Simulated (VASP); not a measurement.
# Cd (P6_3/mmc) in VASP: further runs

The runs below take Cd through single point, with PBEsol.

Program: VASP 6.6.1. These are calculated values, not measurements. Logs are shortened: lines on timing, memory, paths and dates and some standing lists are left out, and cuts for length are marked.

**1. The cell of the first run**

It takes space group P6_3/mmc (No. 194, hexagonal). The conventional cell has a = 3.117 Å, b = 3.117 Å, c = 9.923 Å, α = 90.00°, β = 90.00°, γ = 120.00°. Cd (site symmetry -3m) has 12 Cd at 3.06 to 3.12 Å within 4.0 Å. Within 4.0 Å of Cd (site symmetry -6m2) lie 12 Cd at 3.06 to 3.12 Å.

**2. Single point, PBEsol**

INCAR reads:

```
SYSTEM = Cd
  ALGO = Normal
  EDIFF = 1E-6
  ENCUT = 520
  GGA = PS
  ISIF = 2
  ISMEAR = -1
  LASPH = .TRUE.
  LCHARG = .FALSE.
  LREAL = .FALSE.
  LWAVE = .FALSE.
  NBANDS = 32
  NELM = 100
  PREC = Accurate
  SIGMA = 0.1
```

KPOINTS reads:

```
k-points
0
G
  12 12 3
  0 0 0
```

POSCAR reads:

```
Cd
1.0
    3.1165496781      0.0000000000      0.0000000000
   -1.5582748390      2.6990111934      0.0000000000
    0.0000000000      0.0000000000      9.9231965708
Cd
4
Direct
    1.0000000000      0.0000000000      0.0000000000
    1.0000000000      0.0000000000      0.5000000000
    0.3333333333      0.6666666667      0.2500000000
    0.6666666667      0.3333333333      0.7500000000
```

Potentials or basis: VASP PAW PBE potentials, release 64 (Cd).

Started as:

```sh
$ cat potpaw_PBE.64/Cd/POTCAR > POTCAR
$ mpirun -np 1 vasp_std > vasp.out
```

OUTCAR:

```text
SYSTEM = Cd
   EDIFF = 1E-6
   ENCUT = 520
   GGA = PS
   ISIF = 2
   ISMEAR = -1
   LASPH = .TRUE.
   LREAL = .FALSE.
   NELM = 100
   PREC = Accurate

 ion  position               nearest neighbor table
   1  0.000  0.000  0.000-   3 3.06   4 3.06   3 3.06   4 3.06   4 3.06   3 3.06
   2  0.000  0.000  0.500-   3 3.06   4 3.06   3 3.06   4 3.06   4 3.06   3 3.06
   3  0.333  0.667  0.250-   1 3.06   2 3.06   1 3.06   2 3.06   1 3.06   2 3.06
   4  0.667  0.333  0.750-   1 3.06   2 3.06   1 3.06   2 3.06   1 3.06   2 3.06

  LATTYP: Found a hexagonal cell.
 ALAT       =     3.1165496781
 C/A-ratio  =     3.1840328555

  Lattice vectors:

 A1 = (   3.1165496781,   0.0000000000,   0.0000000000)
 A2 = (  -1.5582748390,   2.6990111934,   0.0000000000)
 A3 = (   0.0000000000,   0.0000000000,   9.9231965708)

Analysis of symmetry for initial positions (statically):
=====================================================================
 Subroutine PRICEL returns:
 Original cell was already a primitive cell.

 Routine SETGRP: Setting up the symmetry group for a
 hexagonal supercell.

 Subroutine GETGRP returns: Found 24 space group operations
 (whereof 12 operations were pure point group operations)
 out of a pool of 24 trial point group operations.

The static configuration has the point symmetry D_3d.
 The point group associated with its full space group is D_6h.

Analysis of symmetry for dynamics (positions and initial velocities):
=====================================================================
 Subroutine PRICEL returns:
 Original cell was already a primitive cell.

 Routine SETGRP: Setting up the symmetry group for a
 hexagonal supercell.

 Subroutine GETGRP returns: Found 24 space group operations
 (whereof 12 operations were pure point group operations)
 out of a pool of 24 trial point group operations.

The dynamic configuration has the point symmetry D_3d.
 The point group associated with its full space group is D_6h.

 Subroutine INISYM returns: Found 24 space group operations
 (whereof 12 operations are pure point group operations),
 and found     1 'primitive' translations

----------------------------------------------------------------------------------------

                                     Primitive cell

  volume of cell :      83.4700

  direct lattice vectors                    reciprocal lattice vectors
     3.116549678  0.000000000  0.000000000     0.320867659  0.185253029  0.000000000
    -1.558274839  2.699011193  0.000000000     0.000000000  0.370506059  0.000000000
     0.000000000  0.000000000  9.923196571     0.000000000  0.000000000  0.100773979

  length of vectors
     3.116549678  3.116549678  9.923196571     0.370506059  0.370506059  0.100773979

  position of ions in fractional coordinates (direct lattice)
     0.000000000  0.000000000  0.000000000
     0.000000000  0.000000000  0.500000000
     0.333333333  0.666666667  0.250000000
     0.666666667  0.333333333  0.750000000

  ion indices of the primitive-cell ions
   primitive index   ion index
                 1           1
                 2           2
                 3           3
                 4           4

----------------------------------------------------------------------------------------

 KPOINTS: k-points

Automatic generation of k-mesh.
 Grid dimensions read from file:
 generate k-points for:   12   12    3

 Generating k-lattice:

  Cartesian coordinates                     Fractional coordinates (reciprocal lattice)
     0.026738972  0.015437752  0.000000000     0.083333333 -0.000000000  0.000000000
     0.000000000  0.030875505  0.000000000     0.000000000  0.083333333  0.000000000
     0.000000000  0.000000000  0.033591326     0.000000000  0.000000000  0.333333333

  Length of vectors
     0.030875505  0.030875505  0.033591326

  Shift w.r.t. Gamma in fractional coordinates (k-lattice)
     0.000000000  0.000000000  0.000000000

 Subroutine IBZKPT returns following result:
 ===========================================

 Found     38 irreducible k-points:

 Following reciprocal coordinates:
            Coordinates               Weight
  0.000000  0.000000  0.000000      1.000000
  0.083333  0.000000  0.000000      6.000000
  0.166667  0.000000  0.000000      6.000000
  0.250000  0.000000  0.000000      6.000000
  0.333333  0.000000  0.000000      6.000000
  0.416667  0.000000  0.000000      6.000000
[... 16 lines left out ...]
  0.250000  0.000000  0.333333     12.000000
  0.333333  0.000000  0.333333     12.000000
 [... further k-points ...]
   k-points           NKPTS =     38   k-points in BZ     NKDIM =     38   number of bands    NBANDS=     32
   number of dos      NEDOS =    301   number of ions     NIONS =      4
   total plane-waves  NPLWV =  46080
   dimension x,y,z NGX =    24 NGY =   24 NGZ =   80
   dimension x,y,z NGXF=    48 NGYF=   48 NGZF=  160
   ions per type =               4
[... 41 lines left out ...]
   LEPSILON=     F    determine dielectric tensor
   LRPA    =     F    only Hartree local field effects (RPA)
 non-spin polarized calculation
  energy-cutoff  :      520.00
  volume of cell :       83.47
 maximum number of plane-waves:      2264
 NGX is ok and might be reduce to    24
   NGX = 11   NGY = 11   NGZ = 37

 number of electron      48.0000009 magnetization

 Free energy of the ion-electron system (eV)
  ---------------------------------------------------
  ext. energy  EPLUGINS =         0.00000000
  ---------------------------------------------------
  free energy    TOTEN  =        -4.76132056 eV

  energy without entropy =       -4.71918569  energy(sigma->0) =       -4.74025312

 E-fermi :   3.0479     XC(G=0): -11.4061

 val. band max:        2.9491417191   @ k =   0.3333   0.2500   0.3333
 cond. band min:       3.0506494333   @ k =   0.4167   0.1667   0.0000
 fundamental gap:      0.1015077142
 Fermi energy:         3.0478949409

 k-point     1 :       0.0000    0.0000    0.0000
  band No.  band energies     occupation
      1      -6.7887      2.00000
      2      -6.4839      2.00000
      3      -6.4637      2.00000
      4      -6.2305      2.00000
      5      -6.2305      2.00000
      6      -6.2288      2.00000
[... 24 lines left out ...]
     31      16.4349      0.00000
     32      16.5666      0.00000

 k-point     2 :       0.0833    0.0000    0.0000
  band No.  band energies     occupation
      1      -6.7379      2.00000
      2      -6.4521      2.00000
      3      -6.4164      2.00000
      4      -6.2583      2.00000
      5      -6.2493      2.00000
      6      -6.2083      2.00000
[... 24 lines left out ...]
     31      14.8700      0.00000
     32      15.5538      0.00000

 k-point     3 :       0.1667    0.0000    0.0000
  band No.  band energies     occupation
      1      -6.6449      2.00000
      2      -6.4491      2.00000
      3      -6.3826      2.00000
      4      -6.3090      2.00000
      5      -6.2740      2.00000
      6      -6.2621      2.00000
[... 24 lines left out ...]
     31      12.8897      0.00000
     32      14.8318      0.00000

 k-point     4 :       0.2500    0.0000    0.0000
  band No.  band energies     occupation
      1      -6.6768      2.00000
      2      -6.5565      2.00000
      3      -6.4610      2.00000
      4      -6.4474      2.00000
      5      -6.3817      2.00000
      6      -6.1991      2.00000
[... 24 lines left out ...]
     31      11.5543      0.00000
     32      13.6566      0.00000

 k-point     5 :       0.3333    0.0000    0.0000
  band No.  band energies     occupation
      1      -6.7856      2.00000
      2      -6.6897      2.00000
      3      -6.6723      2.00000
      4      -6.5330      2.00000
      5      -6.5037      2.00000
      6      -6.2323      2.00000
[... 584 lines left out ...]
     31      15.1571      0.00000
     32      15.6456      0.00000

 k-point    22 :       0.1667    0.0000    0.3333
  band No.  band energies     occupation
      1      -6.6114      2.00000
      2      -6.5263      2.00000
      3      -6.3618      2.00000
      4      -6.3195      2.00000
      5      -6.2777      2.00000
      6      -6.2363      2.00000
[... 24 lines left out ...]
     31      13.6983      0.00000
     32      13.7703      0.00000

 k-point    23 :       0.2500    0.0000    0.3333
  band No.  band energies     occupation
      1      -6.6526      2.00000
      2      -6.5846      2.00000
      3      -6.4863      2.00000
      4      -6.4160      2.00000
      5      -6.3457      2.00000
      6      -6.2665      2.00000
[... 24 lines left out ...]
     31      12.0592      0.00000
     32      12.5145      0.00000

 k-point    24 :       0.3333    0.0000    0.3333
  band No.  band energies     occupation
      1      -6.7598      2.00000
      2      -6.6818      2.00000
      3      -6.6245      2.00000
      4      -6.5682      2.00000
      5      -6.4978      2.00000
      6      -6.3963      2.00000
[... 24 lines left out ...]
     31      10.7731      0.00000
     32      11.5266      0.00000

 [... further k-points ...]
[... 5 lines left out ...]
  --------------------------------------------------------------------------------------
  -------------------------------------------------------------------------------------
  Total        0.1757361      0.1757361      0.1992527      0.0000000      0.0000000      0.0000000
  in kB        3.3731929      3.3731929      3.8245855      0.0000000      0.0000000      0.0000000
  external PRESSURE =       3.5236571 kB  Pullay stress =       0.0000000 kB

 VOLUME and BASIS-vectors are now :
 -----------------------------------------------------------------------------
  energy-cutoff  :      520.00
  volume of cell :       83.47
      direct lattice vectors                 reciprocal lattice vectors
     3.116549678  0.000000000  0.000000000     0.320867659  0.185253029  0.000000000
    -1.558274839  2.699011193  0.000000000     0.000000000  0.370506059  0.000000000
     0.000000000  0.000000000  9.923196571     0.000000000  0.000000000  0.100773979

 POSITION                                       TOTAL-FORCE (eV/Angst)
 -----------------------------------------------------------------------------------
      0.00000      0.00000      0.00000         0.000000      0.000000      0.000000
      0.00000      0.00000      4.96160         0.000000      0.000000      0.000000
     -0.00000      1.79934      2.48080        -0.000000      0.000000     -0.000000
      1.55827      0.89967      7.44240         0.000000      0.000000      0.000000
 -----------------------------------------------------------------------------------
    total drift:                               -0.000000      0.000000     -0.000000

  FREE ENERGIE OF THE ION-ELECTRON SYSTEM (eV)
  ---------------------------------------------------
  free  energy   TOTEN  =        -4.7613205555 eV

  energy  without entropy=       -4.7191856914  energy(sigma->0) =       -4.74025312
```

Wall time 28 s (1 thread of Intel Xeon 6975P-C (Granite Rapids), shared host); peak memory 0.24 GiB.

What came out:

| Item | Value |
| --- | --- |
| Free energy | -4.7613 eV |
| Pressure | 0.4 GPa |
| Band gap on the k mesh | zero (band 24 reaches 4.36 eV, above the bottom of band 25 at 2.04 eV) |

Caveat: the PAW data sets were made with another functional, which shifts forces and pressure a little.

**3. Single point, PBEsol (volume scaled by 0.88)**

INCAR reads:

```
SYSTEM = Cd
ALGO     = Normal         ! electronic algorithm
EDIFF    = 1E-7           ! SCF threshold, eV
ENCUT    = 520            ! plane-wave cutoff, eV
GGA      = PS             ! functional
ISIF     = 2              ! what is computed and relaxed
ISMEAR   = -1             ! smearing method
LASPH    = .True.         ! aspherical terms in the spheres
LCHARG   = .True.         ! write CHGCAR
LELF     = .True.         ! ELF
LREAL    = .False.        ! projectors in reciprocal space
LVHAR    = .True.       
LWAVE    = .False.        ! write WAVECAR
NBANDS   = 32             ! bands
NELM     = 100            ! most SCF steps
PREC     = Accurate       ! precision mode
SIGMA    = 0.1            ! smearing width, eV
```

KPOINTS reads:

```
k-points
0
Gamma
  13 13 4
  0 0 0
```

POSCAR reads:

```
Cd
1.0
    2.9865396026      0.0000000000      0.0000000000
   -1.4932698013      2.5864191653      0.0000000000
    0.0000000000      0.0000000000      9.5092402190
Cd
4
Direct
    1.0000000000      0.0000000000      0.0000000000
    1.0000000000      0.0000000000      0.5000000000
    0.3333333333      0.6666666667      0.2500000000
    0.6666666667      0.3333333333      0.7500000000
```

Potentials or basis: VASP PAW PBE potentials, release 64 (Cd).

Started as:

```sh
$ cat potpaw_PBE.64/Cd/POTCAR > POTCAR
$ mpirun -np 1 vasp_std > vasp.out
```

Run time: 72 s. Hardware: 1 thread of Intel Xeon 6975P-C (Granite Rapids), shared host; peak memory 0.25 GiB.

Results (log left out):

| Property | Result |
| --- | --- |
| Free energy | -4.4088 eV |
| Pressure | 11.5 GPa |
| Band gap on the k mesh | zero (band 24 reaches 6.06 eV, above the bottom of band 25 at 3.38 eV) |

Stress tensor (GPa, compression positive):
```
11.24  0.00  0.00
 0.00 11.24  0.00
 0.00  0.00 11.99
```

Levels at points of the mesh, in eV from the Fermi level:
| k point | band 22 | band 23 | band 24 | band 25 | band 26 | band 27 |
| --- | --- | --- | --- | --- | --- | --- |
| (0.00, 0.00, 0.00) | -8.29 | -8.28 | -3.19 | -0.90 | 7.38 | 7.38 |
| (0.00, 0.00, 0.50) | -8.82 | -5.75 | -5.75 | 2.47 | 2.47 | 12.62 |

Caveat: the PAW data sets were made with another functional, which shifts forces and pressure a little.

**4. Single point, PBEsol (volume scaled by 0.92)**

INCAR reads:

```
SYSTEM = Cd
PREC     = Accurate       ! precision mode
ENCUT    = 520            ! plane-wave cutoff, eV
EDIFF    = 1E-7           ! SCF threshold, eV
ISMEAR   = -1             ! smearing method
SIGMA    = 0.1            ! smearing width, eV
LREAL    = .False.        ! projectors in reciprocal space
LASPH    = .True.         ! aspherical terms in the spheres
NELM     = 60             ! most SCF steps
ALGO     = Normal         ! electronic algorithm
ISIF     = 2              ! what is computed and relaxed
LWAVE    = .False.        ! write WAVECAR
LCHARG   = .False.        ! write CHGCAR
GGA      = PS             ! functional
NBANDS   = 32             ! bands
```

KPOINTS reads:

```
regular mesh
0
Gamma
  13 13 4
  0 0 0
```

POSCAR reads:

```
Cd
1.0
    3.0311213933      0.0000000000      0.0000000000
   -1.5155606966      2.6250281285      0.0000000000
    0.0000000000      0.0000000000      9.6511901051
Cd
4
Direct
    1.0000000000      0.0000000000      0.0000000000
    1.0000000000      0.0000000000      0.5000000000
    0.3333333333      0.6666666667      0.2500000000
    0.6666666667      0.3333333333      0.7500000000
```

Started as:

```sh
$ cat potpaw_PBE.64/Cd/POTCAR > POTCAR
$ mpirun -np 1 vasp_std > vasp.out
```

Run time: 66 s. Hardware: 1 thread of Intel Xeon 6975P-C (Granite Rapids), shared host; peak memory 0.25 GiB.

The run converged. Its results:

```yaml
Free_energy: -4.5975 eV
Pressure: 6.8 GPa
Band_gap_on_the_k_mesh: zero (band 24 reaches 5.61 eV, above the bottom of band 25 at 2.89 eV)
```

Stress tensor (GPa, compression positive):
```
6.63 0.00 0.00
0.00 6.63 0.00
0.00 0.00 7.17
```

Levels at points of the mesh, in eV from the Fermi level:
```csv
k point,band 20,band 21,band 22,band 23,band 24,band 25,band 26,band 27,band 28,band 29
"(0.00, 0.00, 0.00)",-8.60,-8.60,-7.97,-7.96,-2.95,-0.96,7.18,7.18,13.04,13.08
"(0.00, 0.00, 0.50)",-8.70,-8.70,-8.70,-5.50,-5.50,2.39,2.39,12.35,12.35,13.27
```

Caveat: the PAW data sets were made with another functional, which shifts forces and pressure a little.

**5. Single point, PBEsol (volume scaled by 0.96)**

INCAR reads:

```
SYSTEM = Cd
PREC = Accurate ; ENCUT = 520
EDIFF = 1E-6 ; ISMEAR = -1
SIGMA = 0.1 ; LREAL = .FALSE.
LASPH = .TRUE. ; NELM = 60
ALGO = Normal ; ISIF = 2
LWAVE = .FALSE. ; LCHARG = .FALSE.
GGA = PS ; NBANDS = 32
```

KPOINTS reads:

```
regular mesh
0
G
  13 13 4
  0 0 0
```

POSCAR reads:

```
Cd
1.0
    3.0744289786      0.0000000000      0.0000000000
   -1.5372144893      2.6625335976      0.0000000000
    0.0000000000      0.0000000000      9.7890828795
Cd
4
Direct
    1.0000000000      0.0000000000      0.0000000000
    1.0000000000      0.0000000000      0.5000000000
    0.3333333333      0.6666666667      0.2500000000
    0.6666666667      0.3333333333      0.7500000000
```

Started as:

```sh
$ cat potpaw_PBE.64/Cd/POTCAR > POTCAR
$ mpirun -np 1 vasp_std > vasp.out
```

Run time: 60 s. Hardware: 1 thread of Intel Xeon 6975P-C (Granite Rapids), shared host; peak memory 0.26 GiB.

Results (log left out):

```yaml
Free_energy: -4.7005 eV
Pressure: 3.2 GPa
Band_gap_on_the_k_mesh: zero (band 24 reaches 5.19 eV, above the bottom of band 25 at 2.45 eV)
```

Stress tensor (GPa, compression positive):
```
3.09 0.00 0.00
0.00 3.09 0.00
0.00 0.00 3.48
```

Levels at points of the mesh, in eV from the Fermi level:
| k point | band 21 | band 22 | band 23 | band 24 | band 25 | band 26 | band 27 | band 28 |
| --- | --- | --- | --- | --- | --- | --- | --- | --- |
| (0.00, 0.00, 0.00) | -8.51 | -7.68 | -7.67 | -2.73 | -1.02 | 6.99 | 6.99 | 12.71 |
| (0.00, 0.00, 0.50) | -8.60 | -8.60 | -5.28 | -5.28 | 2.31 | 2.31 | 12.08 | 12.08 |

Caveat: the PAW data sets were made with another functional, which shifts forces and pressure a little.

**6. Single point, PBEsol**

INCAR reads:

```
SYSTEM = Cd
PREC     = Accurate       ! precision mode
ENCUT    = 520            ! plane-wave cutoff, eV
EDIFF    = 1E-6           ! SCF threshold, eV
ISMEAR   = -1             ! smearing method
SIGMA    = 0.1            ! smearing width, eV
LREAL    = .False.        ! projectors in reciprocal space
LASPH    = .True.         ! aspherical terms in the spheres
NELM     = 80             ! most SCF steps
ALGO     = Normal         ! electronic algorithm
ISIF     = 2              ! what is computed and relaxed
LWAVE    = .False.        ! write WAVECAR
LCHARG   = .False.        ! write CHGCAR
GGA      = PS             ! functional
NBANDS   = 32             ! bands
```

KPOINTS reads:

```
Automatic mesh
0
Gamma
  13 13 4
  0 0 0
```

POSCAR reads:

```
Cd
1.0
    3.1165496781      0.0000000000      0.0000000000
   -1.5582748390      2.6990111934      0.0000000000
    0.0000000000      0.0000000000      9.9231965708
Cd
4
Direct
    1.0000000000      0.0000000000      0.0000000000
    1.0000000000      0.0000000000      0.5000000000
    0.3333333333      0.6666666667      0.2500000000
    0.6666666667      0.3333333333      0.7500000000
```

Potentials or basis: VASP PAW PBE potentials, release 64 (Cd).

Started as:

```sh
$ cat potpaw_PBE.64/Cd/POTCAR > POTCAR
$ mpirun -np 1 vasp_std > vasp.out
```

It took 68 s on 1 thread of Intel Xeon 6975P-C (Granite Rapids), shared host; peak memory 0.26 GiB.

It converged, with:

```
Free energy            : -4.7382 eV
Pressure               : 0.5 GPa
Band gap on the k mesh : zero (band 24 reaches 4.77 eV, above the bottom of band 25 at 2.04 eV)
```

Stress tensor (GPa, compression positive):
```
0.40 0.00 0.00
0.00 0.40 0.00
0.00 0.00 0.66
```

Levels at points of the mesh, in eV from the Fermi level:
```tsv
k point	band 21	band 22	band 23	band 24	band 25	band 26	band 27	band 28
(0.00, 0.00, 0.00)	-8.43	-7.41	-7.39	-2.53	-1.07	6.81	6.81	12.37
(0.00, 0.00, 0.50)	-8.51	-8.51	-5.08	-5.08	2.24	2.24	11.81	11.81
```

Caveat: the PAW data sets were made with another functional, which shifts forces and pressure a little.

**7. Summary**

```csv
cell,k mesh,gap on the mesh (eV),pressure (GPa)
"a = 3.117, b = 3.117, c = 9.923 Å, angles 90.0, 90.0, 120.0°, 4 atoms",12 × 12 × 3,none,0.4
"a = 2.987, b = 2.987, c = 9.509 Å, angles 90.0, 90.0, 120.0°, 4 atoms",13 × 13 × 4,none,11.5
"a = 3.031, b = 3.031, c = 9.651 Å, angles 90.0, 90.0, 120.0°, 4 atoms",13 × 13 × 4,none,6.8
"a = 3.074, b = 3.074, c = 9.789 Å, angles 90.0, 90.0, 120.0°, 4 atoms",13 × 13 × 4,none,3.2
"a = 3.117, b = 3.117, c = 9.923 Å, angles 90.0, 90.0, 120.0°, 4 atoms",13 × 13 × 4,none,0.5
```

Alike in all rows: task single point; level PBEsol; potentials or basis VASP PAW PBE potentials, release 64 (Cd); no spin polarisation; cutoff (eV) 520; smearing fermi-dirac 0.1 eV.

Caveats: the PAW data sets were made with another functional, which shifts forces and pressure a little.

Absolute energies hang on the potentials; compare differences alone.
